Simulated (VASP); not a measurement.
# BAs (F-43m) in VASP: further runs, part 2 of 2

VASP 6.6.1. The steps go on from the part before.

## (3) Single point, LDA (13.51 Å³/atom)

This run uses another cell than the first one, of 13.51 Å³/atom.

INCAR

```
PREC = Accurate ; ENCUT = 520
EDIFF = 1E-7 ; ISMEAR = 0
SIGMA = 0.01 ; LREAL = False
LASPH = True ; NELM = 100
ALGO = Normal ; ISIF = 2
LWAVE = False ; LCHARG = True
GGA = CA ; LELF = True
LVHAR = True ; NBANDS = 11
```

KPOINTS

```
regular mesh
0
Gamma
  10 10 10
```

POSCAR

```
BAs
1.0
    0.0000000000      2.3817093096      2.3817093096
    2.3817093096      0.0000000000      2.3817093096
    2.3817093096      2.3817093096      0.0000000000
B As
1 1
Direct
    0.0000000000      0.0000000000      0.0000000000
    0.7500000000      0.7500000000      0.7500000000
```

Potentials or basis: VASP PAW LDA potentials, release 64 (B, As).

Started as:

```sh
$ cat potpaw_LDA.64/B/POTCAR potpaw_LDA.64/As/POTCAR > POTCAR
$ mpirun -np 1 vasp_std > vasp.out
```

It took 15 s on 1 thread of Intel Xeon Platinum 8488C (Sapphire Rapids), shared host; peak memory 0.15 GiB.

It converged, with:

- Free energy: -12.9245 eV
- Pressure: -1.9 GPa
- Band gap on the k mesh: 1.11 eV (least direct gap 3.26 eV)

Levels at points of the mesh, in eV from the valence-band top:
| k point | band 2 | band 3 | band 4 | band 5 | band 6 | band 7 |
| --- | --- | --- | --- | --- | --- | --- |
| (0.00, 0.00, 0.00) | 0.00 | 0.00 | 0.00 | 3.26 | 3.26 | 3.26 |
| (0.50, 0.00, 0.00) | -8.82 | -1.83 | -1.83 | 2.74 | 4.76 | 4.76 |
| (0.50, 0.50, 0.00) | -8.47 | -4.11 | -4.11 | 1.33 | 1.40 | 11.31 |

A k mesh can miss the band edges.

## (4) Relaxation of cell and atoms, LDA, target pressure 11 GPa, at which the enthalpy is minimised

This run uses another cell than the first one, of 12.83 Å³/atom.

INCAR

```
SYSTEM = BAs
PREC = Accurate
ENCUT = 600
EDIFF = 1E-6
ISMEAR = 0
SIGMA = 0.01
LREAL = .FALSE.
LASPH = .TRUE.
NELM = 60
ALGO = Normal
ISIF = 3
LWAVE = .FALSE.
LCHARG = .FALSE.
GGA = CA
IBRION = 2
NSW = 80
EDIFFG = -0.001
PSTRESS = 110.0
```

KPOINTS

```
Automatic mesh
0
G
  10 10 10
  0 0 0
```

POSCAR

```
BAs
1.0
    0.0000000000      2.3410826661      2.3410826661
    2.3410826661      0.0000000000      2.3410826661
    2.3410826661      2.3410826661      0.0000000000
B As
1 1
Direct
    0.0000000000      0.0000000000      0.0000000000
    0.7500000000      0.7500000000      0.7500000000
```

Potentials or basis: VASP PAW LDA potentials, release 64 (B, As).

Started as:

```sh
$ cat potpaw_LDA.64/B/POTCAR potpaw_LDA.64/As/POTCAR > POTCAR
$ mpirun -np 1 vasp_std > vasp.out
```

OUTCAR:

```text
SYSTEM = BAs
   PREC = Accurate
   ENCUT = 600
   EDIFF = 1E-6
   ISMEAR = 0
   LREAL = .FALSE.
   LASPH = .TRUE.
   NELM = 60
   ISIF = 3
   GGA = CA
   IBRION = 2
   NSW = 80
   EDIFFG = -0.001
   PSTRESS = 110.0

 ion  position               nearest neighbor table
   1  0.000  0.000  0.000-   2 2.03   2 2.03   2 2.03   2 2.03
   2  0.750  0.750  0.750-   1 2.03   1 2.03   1 2.03   1 2.03

  LATTYP: Found a face centered cubic cell.
 ALAT       =     4.6821653322

  Lattice vectors:

 A1 = (   0.0000000000,   2.3410826661,   2.3410826661)
 A2 = (   2.3410826661,   0.0000000000,   2.3410826661)
 A3 = (   2.3410826661,   2.3410826661,   0.0000000000)

Analysis of symmetry for initial positions (statically):
=====================================================================
 Subroutine PRICEL returns:
 Original cell was already a primitive cell.

 Routine SETGRP: Setting up the symmetry group for a
 face centered cubic supercell.
[... 403 lines left out ...]

  energy without entropy =      -12.87225678  energy(sigma->0) =      -12.87225678

 E-fermi :   7.3020     XC(G=0): -11.1513

 val. band max:        7.1786117727   @ k =   0.0000   0.0000   0.0000
 cond. band min:       8.2208653339   @ k =   0.4000   0.4000   0.0000
 fundamental gap:      1.0422535612
 Fermi energy:         7.3020185146

 k-point     1 :       0.0000    0.0000    0.0000
  band No.  band energies     occupation
      1      -9.0191      2.00000
      2       7.1786      2.00000
      3       7.1786      2.00000
      4       7.1786      2.00000
      5      10.5463      0.00000
      6      10.5463      0.00000
      7      10.5463      0.00000
      8      13.0122      0.00000
[... 243 lines left out ...]
 k-point    24 :       0.4000    0.3000    0.0000
  band No.  band energies     occupation
      1      -6.1479      2.00000
      2       0.5381      2.00000
      3       2.8320      2.00000
      4       3.3707      2.00000
      5       8.7863      0.00000
      6      10.5348      0.00000
      7      16.5836      0.00000
      8      16.7532      0.00000

 [... further k-points ...]
[... 5 lines left out ...]
  --------------------------------------------------------------------------------------
  -------------------------------------------------------------------------------------
  Total        1.7162996      1.7162996      1.7162996      0.0000000      0.0000000     -0.0000000
  in kB      110.1045000    110.1045000    110.1045000      0.0000000      0.0000000     -0.0000000
  external PRESSURE =       0.1045000 kB  Pullay stress =     110.0000000 kB
[... 21 lines left out ...]
  energy  without entropy=      -12.8722567786  energy(sigma->0) =      -12.87225678

  enthalpy is  TOTEN    =       -11.1575861305 eV   P V=        1.7146706481

 reached required accuracy - stopping structural energy minimisation
```

Wall time 43 s (1 thread of Intel Xeon Platinum 8488C (Sapphire Rapids), shared host); peak memory 0.15 GiB.

What came out:

```yaml
Free_energy: -12.8723 eV
Relaxed_volume: 12.49 Å³/atom
Relaxed_cell: a = 3.281 Å, b = 3.281 Å, c = 3.281 Å, α = 60.00°, β = 60.00°, γ = 60.00°
Space_group_after_relaxing_to_0.1_Å: F-43m (No. 216)
Energy_change_on_relaxing_the_run_minimises_the_enthalpy: +18.2 meV/atom
Ionic_steps: 7
Pressure_after_relaxing: 11.0 GPa
Band_gap_on_the_k_mesh: 1.04 eV (least direct gap 3.37 eV)
```

Step by step:
| step | energy change (eV) | largest force (eV/Å) | pressure (GPa) | volume (Å³) |
| --- | --- | --- | --- | --- |
| 1 | 0.0000 | 0.0000 | 6.12 | 25.66 |
| 2 | 0.1008 | 0.0000 | 17.08 | 24.24 |
| 3 | 0.0361 | 0.0000 | 10.97 | 24.98 |
| 4 | 0.0370 | 0.0000 | 11.07 | 24.97 |
| 5 | 0.0357 | 0.0000 | 10.94 | 24.99 |
| 6 | 0.0363 | 0.0000 | 10.98 | 24.98 |
| 7 | 0.0365 | 0.0000 | 11.01 | 24.97 |

Final structure:
```
B As
1.0
     0.00000    2.32001    2.32001
     2.32001    0.00000    2.32001
     2.32001    2.32001    0.00000
B As
1 1
Direct
  0.00000 0.00000 0.00000
  0.75000 0.75000 0.75000
```

Caveat: the cell is relaxed towards a set pressure, so the run minimises the enthalpy, not the energy.

## (5) Single point, LDA

This run uses another cell than the first one, of 13.07 Å³/atom.

INCAR

```
SYSTEM = BAs
ALGO = Normal ; EDIFF = 1E-6
ENCUT = 500 ; GGA = CA
GGA_COMPAT = .FALSE. ; ISIF = 2
ISMEAR = 0 ; LASPH = .TRUE.
LCHARG = .FALSE. ; LREAL = .FALSE.
LWAVE = .FALSE. ; NBANDS = 11
NELM = 120 ; PREC = Accurate
SIGMA = 0.01
```

KPOINTS

```
k-points
0
G
  10 10 10
  0 0 0
```

POSCAR

```
BAs
1.0
    0.0000000000      2.3556650338      2.3556650338
    2.3556650338      0.0000000000      2.3556650338
    2.3556650338      2.3556650338      0.0000000000
B As
1 1
Direct
    0.0000000000      0.0000000000      0.0000000000
    0.7500000000      0.7500000000      0.7500000000
```

Started as:

```sh
$ cat potpaw_LDA.64/B/POTCAR potpaw_LDA.64/As/POTCAR > POTCAR
$ mpirun -np 1 vasp_std > vasp.out
```

Wall time 7 s (1 thread of Intel Xeon 6975P-C (Granite Rapids), shared host); peak memory 0.13 GiB.

The run converged. Its results:

- Free energy: -12.9213 eV
- Pressure: 3.0 GPa
- Band gap on the k mesh: 1.08 eV (least direct gap 3.30 eV)

Levels at points of the mesh, in eV from the valence-band top:
```
           k point  band 1  band 2  band 3  band 4  band 5  band 6  band 7  band 8  band 9
(0.00, 0.00, 0.00)  -15.76    0.00    0.00    0.00    3.30    3.30    3.30    5.23    9.57
(0.50, 0.00, 0.00)  -12.75   -9.07   -1.89   -1.89    2.94    4.80    4.80    8.77   12.79
(0.50, 0.50, 0.00)  -11.41   -8.66   -4.25   -4.25    1.30    1.37   11.63   11.63   13.02
```

Caveat: the cell stands under pressure. A k mesh can miss the band edges.

## (6) Overview

```tsv
task	cell	cutoff (eV)	gap on the mesh (eV)	pressure (GPa)
single point	a = 3.324 Å, angles 60.0°, 2 atoms	520	1.08	4.2
single point	a = 3.368 Å, angles 60.0°, 2 atoms	520	1.11	-1.9
relaxation of cell and atoms	relaxed to 11 GPa from a = 3.311 Å, angles 60.0°, 2 atoms	600	1.04	11.0
single point	a = 3.331 Å, angles 60.0°, 2 atoms	500	1.08	3.0
```

Alike in all rows: level LDA; potentials or basis VASP PAW LDA potentials, release 64 (B, As); no spin polarisation; k mesh 10 × 10 × 10; smearing gaussian 0.01 eV.

Caveats: the cell stands under pressure (at least some runs); the cell is relaxed towards a set pressure, so the run minimises the enthalpy, not the energy (at least some runs).

Total energies depend on the potentials used, so only differences within one code and one set of settings carry meaning.
